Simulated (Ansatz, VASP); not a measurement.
# V2Te6Mo in VASP and in Ansatz

File INCAR:

```
SYSTEM = V2Te6Mo
ALGO     = Normal         ! electronic algorithm
EDIFF    = 1E-6           ! SCF threshold, eV
ENCUT    = 520            ! plane-wave cutoff, eV
GGA      = PE             ! functional
ISIF     = 2              ! what is computed and relaxed
ISMEAR   = 0              ! smearing method
ISPIN    = 2              ! spin polarisation
LASPH    = .TRUE.         ! aspherical terms in the spheres
LCHARG   = .FALSE.        ! write CHGCAR
LMAXMIX  = 4              ! l up to which the mixer works
LORBIT   = 11             ! projections on sites
LREAL    = .FALSE.        ! projectors in reciprocal space
LWAVE    = .FALSE.        ! write WAVECAR
MAGMOM   = 0.9 0.9 0 0 0 0 0 0 -0.77 ! initial moments
NBANDS   = 52             ! bands
NELM     = 150            ! most SCF steps
PREC     = Accurate       ! precision mode
SIGMA    = 0.1            ! smearing width, eV
```

KPOINTS

```
k-points
0
G
  3 3 3
  0 0 0
```

The input POSCAR:

```
V2Te6Mo
1.0
    3.0911716000      1.7846888000      7.7731296000
   -3.0911716000      1.7846888000      7.7731296000
    0.0000000000     -3.5693775000      7.7731296000
V Te Mo
2 6 1
Direct
    0.6666710000      0.6666710000      0.6666710000
    0.3333290000      0.3333290000      0.3333290000
    0.0761200000      0.4153710000      0.7368300000
    0.7368300000      0.0761200000      0.4153710000
    0.4153710000      0.7368300000      0.0761200000
    0.2631700000      0.9238800000      0.5846290000
    0.9238800000      0.5846290000      0.2631700000
    0.5846290000      0.2631700000      0.9238800000
    0.0000000000      0.0000000000      0.0000000000
```

Input for Ansatz:

```yaml
crystal:
  lattice:
    - [3.0911716, 1.7846888, 7.7731296]
    - [-3.0911716, 1.7846888, 7.7731296]
    - [0.0, -3.5693775, 7.7731296]
  atoms:
    - { symbol: V, position: [0.666671, 0.666671, 0.666671], spin: 0.9 }
    - { symbol: V, position: [0.333329, 0.333329, 0.333329], spin: 0.9 }
    - { symbol: Te, position: [0.07612, 0.415371, 0.73683] }
    - { symbol: Te, position: [0.73683, 0.07612, 0.415371] }
    - { symbol: Te, position: [0.415371, 0.73683, 0.07612] }
    - { symbol: Te, position: [0.26317, 0.92388, 0.584629] }
    - { symbol: Te, position: [0.92388, 0.584629, 0.26317] }
    - { symbol: Te, position: [0.584629, 0.26317, 0.92388] }
    - { symbol: Mo, position: [0.0, 0.0, 0.0], spin: -0.77 }
basis:
  ecutwfc: 420
kpoints:
  mp_grid: { grid: [3, 3, 3] }
hamiltonian:
  xc: pbe
scf:
  occupations: { method: gaussian, width: 0.1 }
  lower_state_search: "off"
output:
  forces: true
  stress: true
  eigenvalues: true
  populations: true
magnetization:
  spin_polarized: true
```

Alike in both runs: task single point; functional PBE; k mesh 3 × 3 × 3; occupations gaussian, width 0.1 eV; collinear spin.

|  | VASP | Ansatz |
| --- | --- | --- |
| version | VASP 6.6.1 | Ansatz 0.2.0 |
| potentials or method | VASP PAW PBE potentials, release 64 (V_sv, Te, Mo_sv), cutoff 520 eV | scalar-relativistic, plane waves, PAW |
| valence electrons in the cell | 76 | 136 |

Ansatz gave:

* gap on the k mesh at the Fermi level (eV): none
* pressure (GPa): -0.2
* traceless stress, the component that is largest in VASP (GPa): 0.16
* rms of the force components (eV/Å): 0.024
* net moment per atom (μB): 0.02
* size of the moment on the site where the two differ most (μB): 0.69

Question: Estimate VASP's values.

Answer: gap on the k mesh at the Fermi level (eV): none; pressure (GPa): -0.6; traceless stress, the component that is largest in VASP (GPa): 0.45; rms of the force components (eV/Å): 0.026; net moment per atom (μB): 0.00; size of the moment on the site where the two differ most (μB): 0.00.

Site moments also hang on the region over which each program counts them. Atom by atom the forces differ by 0.010 eV/Å (rms over components). A gap of «none» marks a metal or a gap that the smearing closes. VASP's potentials hold 76 valence electrons a cell and Ansatz's 136, so a difference there can come from the potentials and not from the codes.

The k mesh is coarse, so the values compare programs but aren't converged. Neither program's run includes spin-orbit coupling.
